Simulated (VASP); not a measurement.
# Al (a cell with a defect) in VASP: relaxation of the atoms with PBEsol

Aim: the relaxation of the atoms of Al (a cell with a defect) with PBEsol.

Program: VASP 6.6.1. These are calculated values, not measurements. Logs are shortened: lines on timing, memory, paths and dates and some standing lists are left out, and cuts for length are marked.

### Step 1. The cell of the first run

The cell holds a defect, 19 atoms: a = 7.512 Å, b = 7.512 Å, c = 7.512 Å, α = 106.60°, β = 106.60°, γ = 115.38°.

### Step 2. Relaxation of the atoms, PBEsol (atoms taken out)

Contents of INCAR:

```
ALGO     = Fast           # electronic algorithm
EDIFF    = 1E-6           # SCF threshold, eV
EDIFFG   = -0.02          # ionic threshold
ENCUT    = 520            # plane-wave cutoff, eV
GGA      = PS             # functional
IBRION   = 2              # ionic algorithm
ISIF     = 2              # what is computed and relaxed
ISMEAR   = 0              # smearing method
LASPH    = T              # aspherical terms in the spheres
LCHARG   = F              # write CHGCAR
LREAL    = Auto         
LWAVE    = F              # write WAVECAR
NELM     = 100            # most SCF steps
NSW      = 70             # ionic steps
PREC     = Accurate       # precision mode
SIGMA    = 0.1            # smearing width, eV
```

Contents of KPOINTS:

```
k-points
0
Gamma
  4 4 4
```

Contents of POSCAR:

```
Al
1.0
    6.0233342682      2.0077780894      4.0155561788
   -6.0233342682     -2.0077780894      4.0155561788
    2.0077780894     -6.0233342682     -4.0155561788
Al
19
Direct
    0.1500000000      0.0500000000      0.7000000000
    0.6000000000      0.2000000000      0.8000000000
    0.1000000000      0.7000000000      0.8000000000
    0.2000000000      0.4000000000      0.6000000000
    0.3000000000      0.1000000000      0.4000000000
    0.5500000000      0.8500000000      0.9000000000
    0.6500000000      0.5500000000      0.7000000000
    0.7500000000      0.2500000000      0.5000000000
    0.0000000000      0.0000000000      0.0000000000
    0.2500000000      0.7500000000      0.5000000000
    0.3500000000      0.4500000000      0.3000000000
    0.4500000000      0.1500000000      0.1000000000
    0.7000000000      0.9000000000      0.6000000000
    0.8000000000      0.6000000000      0.4000000000
    0.9000000000      0.3000000000      0.2000000000
    0.4000000000      0.8000000000      0.2000000000
    0.5000000000      0.5000000000      1.0000000000
    0.8500000000      0.9500000000      0.3000000000
    0.9500000000      0.6500000000      0.1000000000
```

Potentials or basis: VASP PAW PBE potentials, release 64 (Al).

Launch:

```console
cat potpaw_PBE.64/Al/POTCAR > POTCAR
mpirun -np 1 vasp_std > vasp.out
```

OUTCAR:

```text
EDIFF = 1E-6
   EDIFFG = -0.02
   ENCUT = 520
   GGA = PS
   IBRION = 2
   ISIF = 2
   ISMEAR = 0
   LASPH = T
   LREAL = Auto
   NELM = 100
   NSW = 70
   PREC = Accurate

 ion  position               nearest neighbor table
   1  0.150  0.050  0.700-   3 2.84   9 2.84  13 2.84  14 2.84  10 2.84  12 2.84   4 2.84  17 2.84
                             2 2.84   5 2.84  18 2.84
   2  0.600  0.200  0.800-   7 2.84   8 2.84  19 2.84  17 2.84   5 2.84   6 2.84  10 2.84   1 2.84
                            13 2.84  12 2.84  15 2.84
   3  0.100  0.700  0.800-   1 2.84  10 2.84   6 2.84  12 2.84   9 2.84  14 2.84   8 2.84   7 2.84
                             4 2.84  19 2.84  16 2.84
   4  0.200  0.400  0.600-   5 2.84   7 2.84  17 2.84  18 2.84   6 2.84  15 2.84   1 2.84   3 2.84
                             8 2.84  10 2.84  11 2.84
   5  0.300  0.100  0.400-   4 2.84  18 2.84   9 2.84   7 2.84  12 2.84  19 2.84   2 2.84  11 2.84
                            16 2.84   8 2.84  10 2.84   1 2.84
   6  0.550  0.850  0.900-  12 2.84   3 2.84  10 2.84  15 2.84  13 2.84   4 2.84  18 2.84   2 2.84
                             9 2.84  17 2.84   7 2.84  16 2.84
   7  0.650  0.550  0.700-   2 2.84  17 2.84   4 2.84   5 2.84   8 2.84  19 2.84   9 2.84  13 2.84
                             6 2.84   3 2.84  14 2.84  11 2.84
   8  0.750  0.250  0.500-   2 2.84  15 2.84  12 2.84   7 2.84  18 2.84  16 2.84   3 2.84  14 2.84
                             4 2.84   5 2.84  13 2.84
   9  0.000  0.000  0.000-   1 2.84  18 2.84  13 2.84   5 2.84  15 2.84   3 2.84  11 2.84   7 2.84
                            12 2.84   6 2.84  19 2.84
  10  0.250  0.750  0.500-   3 2.84  16 2.84   6 2.84  19 2.84   1 2.84  11 2.84   2 2.84  15 2.84
                            14 2.84   4 2.84   5 2.84  13 2.84
  11  0.350  0.450  0.300-  16 2.84  17 2.84  14 2.84  13 2.84  10 2.84   9 2.84   5 2.84  12 2.84
                            15 2.84   4 2.84   7 2.84
  12  0.450  0.150  0.100-   6 2.84  15 2.84   8 2.84   3 2.84  14 2.84   5 2.84   1 2.84  16 2.84
                            11 2.84   9 2.84  17 2.84   2 2.84
  13  0.700  0.900  0.600-  14 2.84   1 2.84   9 2.84  11 2.84   6 2.84  16 2.84   7 2.84   8 2.84
                             2 2.84  10 2.84  18 2.84
  14  0.800  0.600  0.400-  13 2.84  11 2.84  17 2.84   1 2.84  12 2.84  19 2.84   3 2.84  18 2.84
                            10 2.84   8 2.84  15 2.84   7 2.84
  15  0.900  0.300  0.200-  18 2.84   8 2.84  12 2.84   6 2.84   9 2.84   4 2.84  10 2.84  19 2.84
                            11 2.84  14 2.84   2 2.84
  16  0.400  0.800  0.200-  11 2.84  10 2.84  19 2.84  17 2.84  13 2.84  12 2.84   8 2.84  18 2.84
                             5 2.84   6 2.84   3 2.84
  17  0.500  0.500  0.000-   7 2.84  11 2.84   4 2.84  14 2.84   2 2.84  16 2.84   1 2.84  18 2.84
                            12 2.84   6 2.84  19 2.84
  18  0.850  0.950  0.300-  15 2.84   9 2.84   5 2.84   4 2.84   8 2.84   6 2.84  14 2.84  17 2.84
                            16 2.84  19 2.84  13 2.84   1 2.84
  19  0.950  0.650  0.100-  16 2.84  10 2.84   2 2.84  14 2.84   5 2.84   7 2.84  15 2.84   9 2.84
                            17 2.84  18 2.84   3 2.84

  LATTYP: Found a body centered tetragonal cell.
 ALAT       =     8.9790565833
 C/A-ratio  =     0.8944271910

  Lattice vectors:

 A1 = (   6.0233342682,   2.0077780894,   4.0155561788)
 A2 = (  -6.0233342682,  -2.0077780894,   4.0155561788)
 A3 = (   2.0077780894,  -6.0233342682,  -4.0155561788)

Analysis of symmetry for initial positions (statically):
=====================================================================
 Subroutine PRICEL returns:
 Original cell was already a primitive cell.

 Routine SETGRP: Setting up the symmetry group for a
 body centered tetragonal supercell.

 Subroutine GETGRP returns: Found  8 space group operations
 (whereof  1 operations were pure point group operations)
 out of a pool of 16 trial point group operations.

The static configuration has the point symmetry C_1 .
 The point group associated with its full space group is C_4h.

Analysis of symmetry for dynamics (positions and initial velocities):
=====================================================================
 Subroutine PRICEL returns:
 Original cell was already a primitive cell.

 Routine SETGRP: Setting up the symmetry group for a
 body centered tetragonal supercell.

 Subroutine GETGRP returns: Found  8 space group operations
 (whereof  1 operations were pure point group operations)
 out of a pool of 16 trial point group operations.

The dynamic configuration has the point symmetry C_1 .
 The point group associated with its full space group is C_4h.

 Subroutine INISYM returns: Found  8 space group operations
 (whereof  1 operations are pure point group operations),
 and found     1 'primitive' translations

----------------------------------------------------------------------------------------

                                     Primitive cell

  volume of cell :     323.7480

  direct lattice vectors                    reciprocal lattice vectors
     6.023334268  2.007778089  4.015556179     0.099612602 -0.049806301  0.124515753
    -6.023334268 -2.007778089  4.015556179    -0.049806301 -0.099612602  0.124515753
     2.007778089 -6.023334268 -4.015556179     0.049806301 -0.149418903  0.000000000

  length of vectors
     7.512417719  7.512417719  7.512417719     0.167055412  0.167055412  0.157501353

  position of ions in fractional coordinates (direct lattice)
     0.150000000  0.050000000  0.700000000
     0.600000000  0.200000000  0.800000000
     0.100000000  0.700000000  0.800000000
     0.200000000  0.400000000  0.600000000
     0.300000000  0.100000000  0.400000000
     0.550000000  0.850000000  0.900000000
[... 11 lines left out ...]
     0.850000000  0.950000000  0.300000000
     0.950000000  0.650000000  0.100000000

  ion indices of the primitive-cell ions
   primitive index   ion index
                 1           1
                 2           2
                 3           3
                 4           4
                 5           5
                 6           6
[... 11 lines left out ...]
                18          18
                19          19

----------------------------------------------------------------------------------------

 KPOINTS: k-points

Automatic generation of k-mesh.
 Grid dimensions read from file:
 generate k-points for:    4    4    4

 Generating k-lattice:

  Cartesian coordinates                     Fractional coordinates (reciprocal lattice)
     0.024903151 -0.012451575  0.031128938     0.250000000  0.000000000  0.000000000
    -0.012451575 -0.024903151  0.031128938     0.000000000  0.250000000 -0.000000000
     0.012451575 -0.037354726  0.000000000     0.000000000  0.000000000  0.250000000

  Length of vectors
     0.041763853  0.041763853  0.039375338

  Shift w.r.t. Gamma in fractional coordinates (k-lattice)
     0.000000000  0.000000000  0.000000000

 Subroutine IBZKPT returns following result:
 ===========================================

 Found     14 irreducible k-points:

 Following reciprocal coordinates:
            Coordinates               Weight
  0.000000  0.000000  0.000000      1.000000
  0.250000 -0.000000 -0.000000      8.000000
  0.500000 -0.000000 -0.000000      4.000000
  0.250000  0.250000  0.000000      8.000000
  0.500000  0.250000 -0.000000      8.000000
 -0.250000  0.500000 -0.000000      8.000000
 -0.250000  0.250000 -0.000000      4.000000
  0.500000  0.500000  0.000000      2.000000
  0.250000  0.250000  0.250000      2.000000
 -0.250000  0.250000  0.250000      4.000000
  0.500000  0.500000  0.250000      4.000000
 -0.250000  0.500000  0.250000      8.000000
 -0.250000 -0.250000  0.250000      2.000000
  0.500000  0.500000  0.500000      1.000000
   k-points           NKPTS =     14   k-points in BZ     NKDIM =     14   number of bands    NBANDS=     38
   number of dos      NEDOS =    301   number of ions     NIONS =     19
   total plane-waves  NPLWV = 175616
   dimension x,y,z NGX =    56 NGY =   56 NGZ =   56
   dimension x,y,z NGXF=   112 NGYF=  112 NGZF=  112
   ions per type =              19
   NGX,Y,Z   is equivalent  to a cutoff of  12.39, 12.39, 12.39 a.u.
   NGXF,Y,Z  is equivalent  to a cutoff of  24.79, 24.79, 24.79 a.u.
 SYSTEM =  unknown system
   PREC   = accura    normal or accurate (medium, high low for compatibility)
   ISTART =      0    job   : 0-new  1-cont  2-samecut
   ICHARG =      2    charge: 1-file 2-atom 10-const
   ISPIN  =      1    spin polarized calculation?
   LNONCOLLINEAR =      F non collinear calculations
   LSORBIT =      F    spin-orbit coupling
   LASPH  =      T    aspherical Exc in radial PAW
   ENCUT  =  520.0 eV  38.22 Ry    6.18 a.u.  13.97 13.97 13.97*2*pi/ulx,y,z
   NELM   =    100;   NELMIN=  2; NELMDL= -5     # of ELM steps
   EDIFF  = 0.1E-05   stopping-criterion for ELM
   LREAL  =      T    real-space projection
   EDIFFG = -.2E-01   stopping-criterion for IOM
   NSW    =     70    number of steps for IOM
   IBRION =      2    ionic relax: 0-MD 1-quasi-New 2-CG
   NFREE  =      1    steps in history (QN), initial steepest desc. (CG)
   ISIF   =      2    stress and relaxation
   ISYM   =      2    0-nonsym 1-usesym 2-fastsym
   POTIM  = 0.5000    time-step for ionic-motion
   TEBEG  =    0.0;   TEEND  =   0.0 temperature during run
   PSTRESS=    0.0 pullay stress
   NELECT =      57.0000    total number of electrons
   NUPDOWN=      -1.0000    fix difference up-down
   EMIN   =  10.00;   EMAX   =-10.00  energy-range for DOS
   EFERMI =   0.00;   METHOD = LEGACY
   ISMEAR =     0;   SIGMA  =   0.10  broadening in eV -4-tet -1-fermi 0-gaus
   EFERMI_NEDOS =   21; number of points for ismear=-14 and -15
   IALGO  =     68    algorithm
   IMIX   =      4    mixing-type and parameters
     AMIX     =   0.40;   BMIX     =  1.00
     AMIX_MAG =   1.60;   BMIX_MAG =  1.00
  volume/ion in A,a.u.               =      17.04       114.99
  Fermi-wavevector in a.u.,A,eV,Ry     =   0.917552  1.733922 11.454771  0.841902
  Thomas-Fermi vector in A             =   2.042534
   LORBIT       =      0    0 simple, 1 ext, 2 COOP (PROOUT), +10 PAW based schemes
   GGA     = PS    functional components
   LHFCALC =     F    Hartree Fock is set to
   AEXX    =    0.0000 exact exchange contribution
   IVDW    =     0    specifies the selected vdW correction
   LEPSILON=     F    determine dielectric tensor
   LRPA    =     F    only Hartree local field effects (RPA)
 conjugate gradient relaxation of ions
 non-spin polarized calculation
 RMM-DIIS sequential band-by-band and
 Gauss-broadening in eV      SIGMA  =   0.10
  energy-cutoff  :      520.00
  volume of cell :      323.75
 maximum number of plane-waves:      8732
   NGX = 27   NGY = 27   NGZ = 27

--------------------------------------- Ionic step        1  -------------------------------------------

 number of electron      57.0000000 magnetization

 Free energy of the ion-electron system (eV)
  ---------------------------------------------------
  ext. energy  EPLUGINS =         0.00000000
  ---------------------------------------------------
  free energy    TOTEN  =       -76.91102969 eV

  energy without entropy =      -76.88307683  energy(sigma->0) =      -76.89705326

------------------------ aborting loop because EDIFF is reached ----------------------------------------

  FORCE on cell =-STRESS in cart. coord.  units (eV):
  Direction    XX          YY          ZZ          XY          YZ          ZX
  --------------------------------------------------------------------------------------
  -------------------------------------------------------------------------------------
  Total       -1.7395854     -1.7395854     -2.3802738     -0.0000000      0.0000000     -0.0000000
  in kB       -8.6089309     -8.6089309    -11.7795953     -0.0000000      0.0000000     -0.0000000
  external PRESSURE =      -9.6658190 kB  Pullay stress =       0.0000000 kB
[... 303 lines left out ...]
  energy  without entropy=      -76.9370334948  energy(sigma->0) =      -76.95337921

--------------------------------------- Ionic step        7  -------------------------------------------

 number of electron      57.0000000 magnetization

 Free energy of the ion-electron system (eV)
  ---------------------------------------------------
  ext. energy  EPLUGINS =         0.00000000
  ---------------------------------------------------
  free energy    TOTEN  =       -76.97073188 eV

  energy without entropy =      -76.93841359  energy(sigma->0) =      -76.95457274

 E-fermi :   7.5148     XC(G=0): -10.1023

 val. band max:        7.5040462310   @ k =   0.0000   0.0000   0.0000
 cond. band min:       7.5253759604   @ k =   0.5000   0.2500  -0.0000
 fundamental gap:      0.0213297294
 Fermi energy:         7.5147749700

 k-point     1 :       0.0000    0.0000    0.0000
  band No.  band energies     occupation
      1      -3.4341      2.00000
      2       0.0439      2.00000
      3       0.1292      2.00000
      4       0.1292      2.00000
      5       0.1330      2.00000
      6       0.4470      2.00000
[... 609 lines left out ...]
  FREE ENERGIE OF THE ION-ELECTRON SYSTEM (eV)
  ---------------------------------------------------
  free  energy   TOTEN  =       -76.9707318817 eV

  energy  without entropy=      -76.9384135938  energy(sigma->0) =      -76.95457274

 reached required accuracy - stopping structural energy minimisation
```

It took 21 min on 1 thread of Oxide Virtual Turin-like, shared host; peak memory 0.45 GiB.

Results:

| Quantity | Value |
| --- | --- |
| Free energy | -76.9707 eV |
| Energy gained by relaxing | 3.1 meV/atom |
| Ionic steps | 7 |
| Pressure after relaxing | -1.2 GPa |
| Largest force after relaxing | 0.017 eV/Å |
| Band gap on the k mesh | zero (an odd number of electrons rules out a gap without spin polarisation) |

Forces on the atoms (eV/Å):
```
Al   0.007  0.012  0.000
Al  -0.011  0.005  0.011
Al  -0.011  0.005 -0.011
Al   0.005  0.011 -0.011
Al   0.000  0.000  0.000
Al   0.000  0.000  0.000
Al  -0.003  0.010  0.000
Al  -0.012  0.007  0.000
Al   0.011 -0.005  0.011
Al  -0.010 -0.003  0.000
Al   0.012 -0.007  0.000
Al   0.003 -0.010  0.000
Al   0.005  0.011  0.011
Al   0.000  0.000  0.000
Al  -0.005 -0.011  0.011
Al  -0.005 -0.011 -0.011
Al   0.011 -0.005 -0.011
Al   0.010  0.003  0.000
Al  -0.007 -0.012  0.000
```

Step by step:
```csv
step,energy change (eV),largest force (eV/Å),pressure (GPa)
1,0.0000,0.2341,-0.97
2,-0.0258,0.1710,-1.04
3,-0.0519,0.0896,-1.13
4,-0.0555,0.0608,-1.14
5,-0.0586,0.0331,-1.15
6,-0.0587,0.0313,-1.15
7,-0.0597,0.0168,-1.15
```

Final structure:
```
Al
1.0
     6.02333    2.00778    4.01556
    -6.02333   -2.00778    4.01556
     2.00778   -6.02333   -4.01556
Al
19
Direct
  0.15124 0.05350 0.70474
  0.60792 0.20358 0.80184
  0.09826 0.69392 0.80184
  0.19642 0.39826 0.60434
  0.30000 0.10000 0.40000
  0.55000 0.85000 0.90000
  0.64825 0.54779 0.69604
  0.75350 0.24876 0.50225
  0.00174 0.00608 0.99816
  0.24779 0.75175 0.49954
  0.34650 0.45124 0.29775
  0.45175 0.15221 0.10396
  0.70608 0.90792 0.60434
  0.80000 0.60000 0.40000
  0.90358 0.30174 0.19566
  0.39392 0.79208 0.19566
  0.49208 0.49642 0.99816
  0.85221 0.94825 0.30046
  0.94876 0.64650 0.09526
```

Caveat: the cell differs from its parent crystal (atoms taken out); the PAW data sets were made with another functional, which shifts forces and pressure a little.
